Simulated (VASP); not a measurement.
# Au (Fm-3m) in VASP: notebook, part 2 of 2

VASP 6.6.1. The steps go on from the part before.

## 4. Single point, PBE+D3(BJ) (16.23 Å³/atom)

This run uses another cell than the first one, of 16.23 Å³/atom.

INCAR reads:

```
SYSTEM = Au
PREC = Accurate
ENCUT = 520
EDIFF = 1E-6
ISMEAR = 0
SIGMA = 0.1
LREAL = .FALSE.
LASPH = .TRUE.
NELM = 60
ALGO = Normal
ISIF = 2
LWAVE = .FALSE.
LCHARG = .FALSE.
GGA = PE
IVDW = 12
NBANDS = 12
```

KPOINTS reads:

```
Automatic mesh
0
G
  18 18 18
  0 0 0
```

POSCAR reads:

```
Au
1.0
    0.0000000000      2.0097230174      2.0097230174
    2.0097230174      0.0000000000      2.0097230174
    2.0097230174      2.0097230174      0.0000000000
Au
1
Direct
    0.0000000000      0.0000000000      0.0000000000
```

Potentials or basis: VASP PAW PBE potentials, release 64 (Au).

The run is started by

```
$ cat potpaw_PBE.64/Au/POTCAR > POTCAR
$ mpirun -np 1 vasp_std > vasp.out
```

OUTCAR:

```text
SYSTEM = Au
   PREC = Accurate
   ENCUT = 520
   EDIFF = 1E-6
   ISMEAR = 0
   LREAL = .FALSE.
   LASPH = .TRUE.
   NELM = 60
   ISIF = 2
   GGA = PE
   IVDW = 12
 IVDW          = 12

 ion  position               nearest neighbor table
   1  0.000  0.000  0.000-

  LATTYP: Found a face centered cubic cell.
 ALAT       =     4.0194460348

  Lattice vectors:

 A1 = (   0.0000000000,   2.0097230174,   2.0097230174)
 A2 = (   2.0097230174,   0.0000000000,   2.0097230174)
 A3 = (   2.0097230174,   2.0097230174,   0.0000000000)

Analysis of symmetry for initial positions (statically):
=====================================================================
 Subroutine PRICEL returns:
 Original cell was already a primitive cell.

 Routine SETGRP: Setting up the symmetry group for a
 face centered cubic supercell.

 Subroutine GETGRP returns: Found 48 space group operations
 (whereof 48 operations were pure point group operations)
 out of a pool of 48 trial point group operations.

The static configuration has the point symmetry O_h .

Analysis of symmetry for dynamics (positions and initial velocities):
=====================================================================
 Subroutine PRICEL returns:
 Original cell was already a primitive cell.

 Routine SETGRP: Setting up the symmetry group for a
 face centered cubic supercell.

 Subroutine GETGRP returns: Found 48 space group operations
 (whereof 48 operations were pure point group operations)
 out of a pool of 48 trial point group operations.

The dynamic configuration has the point symmetry O_h .

 Subroutine INISYM returns: Found 48 space group operations
 (whereof 48 operations are pure point group operations),
 and found     1 'primitive' translations

----------------------------------------------------------------------------------------

                                     Primitive cell

  volume of cell :      16.2345

  direct lattice vectors                    reciprocal lattice vectors
[... 114 lines left out ...]
   LEPSILON=     F    determine dielectric tensor
   LRPA    =     F    only Hartree local field effects (RPA)
 non-spin polarized calculation
 Gauss-broadening in eV      SIGMA  =   0.10
  energy-cutoff  :      520.00
  volume of cell :       16.23
 maximum number of plane-waves:       448
 NGX is ok and might be reduce to    24
   NGX = 11   NGY = 11   NGZ = 11

 number of electron      11.0000000 magnetization

 Free energy of the ion-electron system (eV)
  ---------------------------------------------------
  ext. energy  EPLUGINS =         0.00000000
  ---------------------------------------------------
  free energy    TOTEN  =        -3.13097441 eV

  energy without entropy =       -3.12952343  energy(sigma->0) =       -3.13024892

 E-fermi :  10.3122     XC(G=0): -13.0094

 val. band max:       10.2944083334   @ k =   0.5000   0.1667   0.0556
 cond. band min:      10.3328156071   @ k =   0.5000   0.2778   0.1111
 fundamental gap:      0.0384072737
 Fermi energy:        10.3121815787

 k-point     1 :       0.0000    0.0000    0.0000
  band No.  band energies     occupation
      1      -0.0748      2.00000
      2       5.3457      2.00000
      3       5.3457      2.00000
      4       5.3457      2.00000
      5       6.9957      2.00000
      6       6.9957      2.00000
      7      24.7489      0.00000
      8      29.0307      0.00000
      9      29.0307      0.00000
     10      29.0307      0.00000
     11      34.0938      0.00000
     12      39.3033      0.00000
[... 331 lines left out ...]
 k-point    24 :      -0.2222    0.0556    0.0000
  band No.  band energies     occupation
      1       1.7922      2.00000
      2       5.0460      2.00000
      3       5.6718      2.00000
      4       5.7141      2.00000
      5       6.8853      2.00000
      6       7.4117      2.00000
      7      22.2188      0.00000
      8      26.0056      0.00000
      9      29.3556      0.00000
     10      31.4487      0.00000
     11      32.2903      0.00000
     12      33.6886      0.00000

 [... further k-points ...]

------------------------ aborting loop because EDIFF is reached ----------------------------------------

 Edisp (eV)   -0.69993

 E8    (eV) :    -0.3148

  FORCE on cell =-STRESS in cart. coord.  units (eV):
  Direction    XX          YY          ZZ          XY          YZ          ZX
  --------------------------------------------------------------------------------------
  -------------------------------------------------------------------------------------
  Total       1.18700     1.18700     1.18700     0.00000    -0.00000    -0.00000
  in kB     117.14492   117.14492   117.14492     0.00000    -0.00000    -0.00000
  external pressure =      117.14 kB  Pullay stress =        0.00 kB

 VOLUME and BASIS-vectors are now :
 -----------------------------------------------------------------------------
  energy-cutoff  :      520.00
  volume of cell :       16.23
      direct lattice vectors                 reciprocal lattice vectors
     0.000000000  2.009723017  2.009723017    -0.248790503  0.248790503  0.248790503
     2.009723017  0.000000000  2.009723017     0.248790503 -0.248790503  0.248790503
     2.009723017  2.009723017  0.000000000     0.248790503  0.248790503 -0.248790503

 POSITION                                       TOTAL-FORCE (eV/Angst)
 -----------------------------------------------------------------------------------
      0.00000      0.00000      0.00000         0.000000     -0.000000      0.000000
 -----------------------------------------------------------------------------------
    total drift:                                0.000000      0.000000      0.000000

  FREE ENERGIE OF THE ION-ELECTRON SYSTEM (eV)
  ---------------------------------------------------
  free  energy   TOTEN  =        -3.8309063186 eV

  energy  without entropy=       -3.8294553349  energy(sigma->0) =       -3.83018083
```

OSZICAR:

```text
N       E                     dE             d eps       ncg     rms          rms(c)
DAV:   1     0.505850734592E+02    0.50585E+02   -0.55314E+03  4792   0.815E+02
DAV:   2    -0.270490689772E+01   -0.53290E+02   -0.50348E+02  5532   0.191E+02
DAV:   3    -0.339443275636E+01   -0.68953E+00   -0.68868E+00  5652   0.209E+01
DAV:   4    -0.339665609887E+01   -0.22233E-02   -0.22232E-02  5644   0.137E+00
DAV:   5    -0.339667149620E+01   -0.15397E-04   -0.15398E-04  5772   0.108E-01    0.110E+01
DAV:   6    -0.315622135158E+01    0.24045E+00   -0.58900E-01  5116   0.635E+00    0.680E+00
DAV:   7    -0.313349495203E+01    0.22726E-01   -0.79167E-02  5552   0.233E+00    0.286E+00
DAV:   8    -0.313098180969E+01    0.25131E-02   -0.27560E-03  5192   0.458E-01    0.270E-01
DAV:   9    -0.313096960011E+01    0.12210E-04   -0.11053E-05  5704   0.307E-02    0.196E-02
DAV:  10    -0.313097439360E+01   -0.47935E-05   -0.20972E-06  5604   0.133E-02    0.836E-04
DAV:  11    -0.313097440874E+01   -0.15141E-07   -0.47635E-08  2936   0.170E-03
   1 F= -.38309063E+01 E0= -.38301808E+01  d E =-.145098E-02
```

Run time: 40 s. Hardware: 1 thread of Intel Xeon 8259CL, shared host; peak memory 0.18 GiB.

What came out:

| Property | Result |
| --- | --- |
| Free energy | -3.8309 eV |
| Pressure | 11.7 GPa |
| Band gap on the k mesh | zero (an odd number of electrons rules out a gap without spin polarisation) |
| Dispersion energy per atom | -0.700 eV |

Caveat: the cell stands under pressure; spin-orbit coupling is left out, which moves the levels of the heavy elements.

## 5. Overview

| cell | k mesh | gap on the mesh (eV) | pressure (GPa) |
| --- | --- | --- | --- |
| a = 2.878 Å, angles 60.0°, 1 atom | 8 × 8 × 8 | none | 4.9 |
| a = 2.812 Å, angles 60.0°, 1 atom | 18 × 18 × 18 | none | 19.8 |
| a = 2.842 Å, angles 60.0°, 1 atom | 18 × 18 × 18 | none | 11.7 |

Alike in all rows: task single point; level PBE+D3(BJ); potentials or basis VASP PAW PBE potentials, release 64 (Au); no spin polarisation; cutoff (eV) 520; smearing gaussian 0.1 eV.

Caveats: the cell stands under pressure; spin-orbit coupling is left out, which moves the levels of the heavy elements.

Absolute energies hang on the potentials; compare differences alone.
